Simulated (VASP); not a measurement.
# Cu (Immm) in VASP: further runs, part 2 of 2

VASP 6.6.1. The steps go on from the part before.

**3. Single point, PBEsol (uniaxial strain along a: -4.0 %, then relaxed in part)**

The input, INCAR:

```
SYSTEM = Cu
  PREC = Accurate
  ENCUT = 520
  EDIFF = 1E-6
  ISMEAR = 0
  SIGMA = 0.1
  LREAL = .FALSE.
  LASPH = .TRUE.
  NELM = 60
  ALGO = Fast
  ISIF = 2
  LWAVE = .FALSE.
  LCHARG = .FALSE.
  GGA = PS
  NBANDS = 18
```

The input, KPOINTS:

```
regular mesh
0
G
  20 20 14
  0 0 0
```

The input, POSCAR:

```
Cu
1.0
    1.7104379417      1.7104379417      0.0000000000
   -1.7766848181      1.7766848181      0.0000000000
    0.0000000000      0.0000000000      3.6671462954
Cu
2
Direct
    0.0000000000      0.0000000000      0.0000000000
    0.5000000000      0.5000000000      0.5000000000
```

Potentials or basis: VASP PAW PBE potentials, release 64 (Cu).

Started as:

```sh
cat potpaw_PBE.64/Cu/POTCAR > POTCAR
mpirun -np 1 vasp_std > vasp.out
```

OUTCAR:

```text
SYSTEM = Cu
   PREC = Accurate
   ENCUT = 520
   EDIFF = 1E-6
   ISMEAR = 0
   LREAL = .FALSE.
   LASPH = .TRUE.
   NELM = 60
   ISIF = 2
   GGA = PS

 ion  position               nearest neighbor table
   1  0.000  0.000  0.000-   2 2.53   2 2.53   2 2.53   2 2.53   2 2.53   2 2.53   2 2.53   2 2.53

   2  0.500  0.500  0.500-   1 2.53   1 2.53   1 2.53   1 2.53   1 2.53   1 2.53   1 2.53   1 2.53

  LATTYP: Found a simple orthorhombic cell.
 ALAT       =     2.4189245347
 B/A-ratio  =     1.0387309442
 C/A-ratio  =     1.5160234405

  Lattice vectors:

 A1 = (   1.7104379417,   1.7104379417,   0.0000000000)
 A2 = (  -1.7766848181,   1.7766848181,   0.0000000000)
 A3 = (   0.0000000000,   0.0000000000,   3.6671462954)

Analysis of symmetry for initial positions (statically):
=====================================================================
 Subroutine PRICEL returns following result:

  LATTYP: Found a body centered orthorhombic cell.
 ALAT       =     2.4189245347
 B/A-ratio  =     1.0387309442
 C/A-ratio  =     1.5160234405

  Lattice vectors:

 A1 = (   0.0331234382,  -1.7435613799,  -1.8335731477)
 A2 = (  -0.0331234382,   1.7435613799,  -1.8335731477)
 A3 = (   1.7435613799,  -0.0331234382,   1.8335731477)

   2 primitive cells build up your supercell.

 Routine SETGRP: Setting up the symmetry group for a
 simple orthorhombic supercell.

 Subroutine GETGRP returns: Found  8 space group operations
 (whereof  8 operations were pure point group operations)
 out of a pool of  8 trial point group operations.

The static configuration has the point symmetry D_2h.

Analysis of symmetry for dynamics (positions and initial velocities):
=====================================================================
 Subroutine PRICEL returns following result:

  LATTYP: Found a body centered orthorhombic cell.
 ALAT       =     2.4189245347
 B/A-ratio  =     1.0387309442
 C/A-ratio  =     1.5160234405

  Lattice vectors:

 A1 = (   0.0331234382,  -1.7435613799,  -1.8335731477)
 A2 = (  -0.0331234382,   1.7435613799,  -1.8335731477)
 A3 = (   1.7435613799,  -0.0331234382,   1.8335731477)

   2 primitive cells build up your supercell.

 Routine SETGRP: Setting up the symmetry group for a
 simple orthorhombic supercell.

 Subroutine GETGRP returns: Found  8 space group operations
 (whereof  8 operations were pure point group operations)
 out of a pool of  8 trial point group operations.

The dynamic configuration has the point symmetry D_2h.

 Subroutine INISYM returns: Found  8 space group operations
 (whereof  8 operations are pure point group operations),
 and found     2 'primitive' translations

----------------------------------------------------------------------------------------

                                     Primitive cell

  volume of cell :      11.1441

  direct lattice vectors                    reciprocal lattice vectors
     0.033123438 -1.743561380 -1.833573148     0.281423016 -0.281423016 -0.272691603
    -0.033123438  1.743561380 -1.833573148     0.292322795  0.292322795 -0.272691603
     1.743561380 -0.033123438  1.833573148     0.573745811  0.010899779  0.000000000

  length of vectors
[... 31 lines left out ...]
 ===========================================

 Found    968 irreducible k-points:

 Following reciprocal coordinates:
            Coordinates               Weight
  0.000000  0.000000  0.000000      1.000000
  0.050000  0.000000  0.000000      2.000000
  0.100000  0.000000  0.000000      2.000000
  0.150000  0.000000  0.000000      2.000000
  0.200000  0.000000  0.000000      2.000000
  0.250000  0.000000  0.000000      2.000000
[... 16 lines left out ...]
  0.000000  0.100000  0.000000      2.000000
  0.050000  0.100000  0.000000      4.000000
 [... further k-points ...]
   k-points           NKPTS =    968   k-points in BZ     NKDIM =    968   number of bands    NBANDS=     18
   number of dos      NEDOS =    301   number of ions     NIONS =      2
   total plane-waves  NPLWV =  10080
   dimension x,y,z NGX =    18 NGY =   20 NGZ =   28
   dimension x,y,z NGXF=    36 NGYF=   40 NGZF=   56
   ions per type =               2
   NGX,Y,Z   is equivalent  to a cutoff of  12.37, 13.23, 12.69 a.u.
   NGXF,Y,Z  is equivalent  to a cutoff of  24.74, 26.47, 25.39 a.u.
 SYSTEM =  Cu
   PREC   = accura    normal or accurate (medium, high low for compatibility)
   ISTART =      0    job   : 0-new  1-cont  2-samecut
   ICHARG =      2    charge: 1-file 2-atom 10-const
   ISPIN  =      1    spin polarized calculation?
   LNONCOLLINEAR =      F non collinear calculations
   LSORBIT =      F    spin-orbit coupling
   LASPH  =      T    aspherical Exc in radial PAW
   ENCUT  =  520.0 eV  38.22 Ry    6.18 a.u.   4.50  4.67  6.82*2*pi/ulx,y,z
   NELM   =     60;   NELMIN=  2; NELMDL= -5     # of ELM steps
   EDIFF  = 0.1E-05   stopping-criterion for ELM
   LREAL  =      F    real-space projection
   EDIFFG = 0.1E-04   stopping-criterion for IOM
   NSW    =      0    number of steps for IOM
   IBRION =     -1    ionic relax: 0-MD 1-quasi-New 2-CG
   NFREE  =      0    steps in history (QN), initial steepest desc. (CG)
   ISIF   =      2    stress and relaxation
   ISYM   =      2    0-nonsym 1-usesym 2-fastsym
   POTIM  = 0.5000    time-step for ionic-motion
   TEBEG  =    0.0;   TEEND  =   0.0 temperature during run
   PSTRESS=    0.0 pullay stress
   NELECT =      22.0000    total number of electrons
   NUPDOWN=      -1.0000    fix difference up-down
   EMIN   =  10.00;   EMAX   =-10.00  energy-range for DOS
   EFERMI =   0.00;   METHOD = LEGACY
   ISMEAR =     0;   SIGMA  =   0.10  broadening in eV -4-tet -1-fermi 0-gaus
   EFERMI_NEDOS =   21; number of points for ismear=-14 and -15
   IALGO  =     68    algorithm
   IMIX   =      4    mixing-type and parameters
     AMIX     =   0.40;   BMIX     =  1.00
     AMIX_MAG =   1.60;   BMIX_MAG =  1.00
  volume/ion in A,a.u.               =      11.14        75.20
  Fermi-wavevector in a.u.,A,eV,Ry     =   1.630011  3.080273 36.149786  2.656934
  Thomas-Fermi vector in A             =   2.722382
   LORBIT       =      0    0 simple, 1 ext, 2 COOP (PROOUT), +10 PAW based schemes
   GGA     = PS    functional components
   LHFCALC =     F    Hartree Fock is set to
   AEXX    =    0.0000 exact exchange contribution
   IVDW    =     0    specifies the selected vdW correction
   LEPSILON=     F    determine dielectric tensor
   LRPA    =     F    only Hartree local field effects (RPA)
 non-spin polarized calculation
 RMM-DIIS sequential band-by-band and
 Gauss-broadening in eV      SIGMA  =   0.10
  energy-cutoff  :      520.00
  volume of cell :       22.29
 maximum number of plane-waves:       621
 NGX is ok and might be reduce to    18
   NGX =  9   NGY =  9   NGZ = 13

 number of electron      22.0000017 magnetization

 Free energy of the ion-electron system (eV)
  ---------------------------------------------------
  ext. energy  EPLUGINS =         0.00000000
  ---------------------------------------------------
  free energy    TOTEN  =        -8.59196128 eV

  energy without entropy =       -8.58826351  energy(sigma->0) =       -8.59011240

 E-fermi :   8.1550     XC(G=0): -13.2498

 val. band max:        8.1528374001   @ k =   0.0000   0.1500   0.2143
 cond. band min:       8.1585943300   @ k =   0.3500   0.2000   0.5000
 fundamental gap:      0.0057569299
 Fermi energy:         8.1549579879

 k-point     1 :       0.0000    0.0000    0.0000
  band No.  band energies     occupation
      1      -1.7010      2.00000
      2       2.8455      2.00000
      3       3.4025      2.00000
      4       4.7219      2.00000
      5       4.9137      2.00000
      6       5.1333      2.00000
[... 481 lines left out ...]
      5       4.8465      2.00000
      6       5.1675      2.00000
[... 10 lines left out ...]
     17      29.4305      0.00000
     18      30.9408      0.00000

 [... further k-points ...]

------------------------ aborting loop because EDIFF is reached ----------------------------------------

  FORCE on cell =-STRESS in cart. coord.  units (eV):
  Direction    XX          YY          ZZ          XY          YZ          ZX
  --------------------------------------------------------------------------------------
  -------------------------------------------------------------------------------------
  Total        0.8176897      0.8176897      0.2025793      0.6241098      0.0000000      0.0000000
  in kB       58.7791349     58.7791349     14.5622930     44.8637562      0.0000000      0.0000000
  external PRESSURE =      44.0401876 kB  Pullay stress =       0.0000000 kB

 VOLUME and BASIS-vectors are now :
 -----------------------------------------------------------------------------
  energy-cutoff  :      520.00
  volume of cell :       22.29
      direct lattice vectors                 reciprocal lattice vectors
     1.710437942  1.710437942  0.000000000     0.292322795  0.292322795  0.000000000
    -1.776684818  1.776684818  0.000000000    -0.281423016  0.281423016  0.000000000
     0.000000000  0.000000000  3.667146295     0.000000000  0.000000000  0.272691603

 POSITION                                       TOTAL-FORCE (eV/Angst)
 -----------------------------------------------------------------------------------
      0.00000      0.00000      0.00000        -0.000000      0.000000      0.000000
     -0.03312      1.74356      1.83357         0.000000     -0.000000      0.000000
 -----------------------------------------------------------------------------------
    total drift:                                0.000000     -0.000000     -0.000000

  FREE ENERGIE OF THE ION-ELECTRON SYSTEM (eV)
  ---------------------------------------------------
  free  energy   TOTEN  =        -8.5919612828 eV

  energy  without entropy=       -8.5882635079  energy(sigma->0) =       -8.59011240
```

stdout:

```text
POSCAR found type information on POSCAR Cu
 POSCAR found :  1 types and       2 ions
 scaLAPACK will be used
 -----------------------------------------------------------------------------
|                                                                             |
|                                                                             |
|     You enforced a specific xc type in the INCAR file but a different       |
|     I HOPE YOU KNOW WHAT YOU ARE DOING!                                     |
|                                                                             |
 -----------------------------------------------------------------------------

 LDA part: xc-table for (Slater+PW92), standard interpolation
 POSCAR, INCAR and KPOINTS ok, starting setup
 FFT: planning ... GRIDC
 FFT: planning ... GRID_SOFT
 FFT: planning ... GRID
 WAVECAR not read
 entering main loop
WARNING in EDDRMM: call to ZHEGV failed, returncode =   6  3     15
WARNING in EDDRMM: call to ZHEGV failed, returncode =   6  3     18
WARNING in EDDRMM: call to ZHEGV failed, returncode =   6  3     16
WARNING in EDDRMM: call to ZHEGV failed, returncode =   6  3     16
WARNING in EDDRMM: call to ZHEGV failed, returncode =   6  3     14
```

Run time: 2.7 min. Hardware: 1 thread of Intel Xeon 6975P-C (Granite Rapids), shared host; peak memory 0.4 GiB.

Results:

```yaml
Free_energy: -8.5920 eV
Pressure: 4.4 GPa
Band_gap_on_the_k_mesh: zero (bands 11 and 12 overlap by 8.24 eV)
```

Stress tensor (GPa, compression positive):
```
5.88 4.49 0.00
4.49 5.88 0.00
0.00 0.00 1.46
```

Levels at points of the mesh, in eV from the Fermi level:
| k point | band 7 | band 8 | band 9 | band 10 | band 11 | band 12 | band 13 | band 14 | band 15 | band 16 |
| --- | --- | --- | --- | --- | --- | --- | --- | --- | --- | --- |
| (0.00, 0.00, 0.00) | -2.46 | -2.18 | -1.70 | -1.56 | -1.56 | 0.68 | 6.60 | 13.37 | 15.30 | 18.63 |
| (0.50, 0.00, 0.00) | -2.76 | -2.76 | -2.31 | -2.31 | 0.05 | 0.05 | 9.83 | 9.83 | 10.89 | 10.89 |
| (0.00, 0.50, 0.00) | -2.53 | -2.53 | -2.23 | -2.23 | -0.33 | -0.33 | 9.33 | 9.33 | 10.46 | 10.46 |
| (0.50, 0.50, 0.00) | -1.64 | -1.64 | -1.44 | -1.44 | 1.79 | 1.79 | 7.96 | 7.96 | 13.06 | 13.06 |
| (0.00, 0.00, 0.50) | -2.51 | -2.51 | -2.37 | -2.37 | -1.94 | -1.94 | 17.33 | 17.33 | 17.47 | 17.47 |
| (0.50, 0.00, 0.50) | -1.78 | -1.78 | -1.61 | -1.61 | -1.03 | -1.03 | 4.32 | 4.32 | 20.90 | 20.90 |
| (0.00, 0.50, 0.50) | -1.72 | -1.72 | -1.70 | -1.70 | -1.40 | -1.40 | 3.76 | 3.76 | 20.54 | 20.54 |
| (0.50, 0.50, 0.50) | -2.38 | -2.38 | -1.45 | -1.45 | 6.29 | 6.29 | 6.57 | 6.57 | 8.87 | 8.87 |

Caveat: the cell differs from its parent crystal (uniaxial strain along a: -4.0 %, then relaxed in part); the cell stands under pressure; the PAW data sets were made with another functional, which shifts forces and pressure a little.
